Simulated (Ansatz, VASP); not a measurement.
# Nb: VASP beside Ansatz

```
CELL_PARAMETERS angstrom
2.05447 0.00000 0.00000
0.00000 2.05447 0.00000
0.00000 0.00000 2.05447
ATOMIC_POSITIONS crystal
Nb 0.00000 0.00000 0.00000
```

Change from the starting cell: volume scaled by 0.43, norm-conserving files.

Alike in both runs: task single point; functional PBE; k mesh 16 × 16 × 16; occupations fermi-dirac, width 0.1 eV; no spin polarisation.

|  | VASP | Ansatz |
| --- | --- | --- |
| version | VASP 6.6.1 | Ansatz 0.2.0 |
| potentials or method | VASP PAW PBE potentials, release 64 (Nb_sv) | norm-conserving pseudopotentials, scalar-relativistic |
| plane-wave cutoff (eV) | 520 | 1116 |
| valence electrons in the cell | 13 | 13 |

```tsv
	VASP	Ansatz	Ansatz less VASP
pressure (GPa)	587.4	585.2	-2.19
```

Both programs put the cell under a high pressure, so it lies far from rest at this level.

Noted on VASP's run: the cell as given lies far from equilibrium.
